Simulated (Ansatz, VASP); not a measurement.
GaAs: VASP beside Ansatz

File POSCAR:

```
GaAs
1.0
    0.0000000000      2.9974040302      2.8330850947
    2.9974040302      0.0000000000      2.8330850947
    2.9974040302      2.9974040302      0.0000000000
Ga As
1 1
Direct
    0.0000000000      0.0000000000      0.0000000000
    0.2500000000      0.2500000000      0.2500000000
```

The input INCAR.step1:

```
PREC = Accurate ; ENCUT = 560
ISMEAR = -1 ; SIGMA = 0.02
LREAL = False ; LASPH = True
NELM = 120 ; NBANDS = 21
GGA = PE ; ALGO = Normal
EDIFF = 1E-5 ; LWAVE = True
LCHARG = False ; GGA_COMPAT = False
```

INCAR.step2

```
PREC = Accurate ; ENCUT = 560
EDIFF = 1E-6 ; ISMEAR = -1
SIGMA = 0.02 ; LREAL = False
LASPH = True ; NELM = 120
ALGO = Normal ; ISIF = 2
LWAVE = False ; LCHARG = False
METAGGA = R2SCAN ; LMIXTAU = True
NBANDS = 21 ; ISTART = 1
GGA_COMPAT = False
```

Contents of KPOINTS:

```
Automatic mesh
0
Gamma
  8 8 8
```

Input for Ansatz:

```yaml
crystal:
  lattice:
    - [0.0, 2.9974040302, 2.8330850947]
    - [2.9974040302, 0.0, 2.8330850947]
    - [2.9974040302, 2.9974040302, 0.0]
  atoms:
    - { symbol: Ga, position: [0.0, 0.0, 0.0] }
    - { symbol: As, position: [0.25, 0.25, 0.25] }
kpoints:
  mp_grid: { grid: [8, 8, 8] }
  band_path:
    path:
      - [0.0, 0.0, 0.0]
      - [-0.5, -0.5, 0.0]
      - [-0.375, -0.375, 0.25]
      - [-0.375, 0.0, 0.375]
      - [0.0, 0.0, 0.5]
      - [-0.5, -0.25, 0.25]
      - [-0.021973, 0.0, -0.021973]
    npoints: 1
hamiltonian:
  xc: r2scan
scf:
  occupations: { method: fermi_dirac, width: 0.02 }
  n_extra_bands: 4
output:
  forces: true
  stress: true
  eigenvalues: true
  write_density: true
  write_potential: true
  elf: true
  volumetric_format: npy
```

Change from the starting cell: biaxial_xy strain +5.8%.

Alike in both runs: task single point; functional r2SCAN; k mesh 8 × 8 × 8; occupations fermi-dirac, width 0.02 eV; no spin polarisation.

```csv
,VASP,Ansatz
version,VASP 6.6.1,Ansatz 0.2.0
potentials or method,"VASP PAW PBE potentials, release 64 (Ga_d, As_d)","plane waves, PAW"
plane-wave cutoff (eV),560,500
valence electrons in the cell,28,28
```

|  | VASP | Ansatz | Ansatz less VASP |
| --- | --- | --- | --- |
| pressure (GPa) | -6.2 | -6.2 | -0.02 |
| traceless stress, the component that is largest in VASP (GPa) | 2.10 | 2.12 | +0.014 |

VASP's potentials were made for PBE, not for r2SCAN. The functional is the same, so the differences come from potentials, cutoffs and numerics.
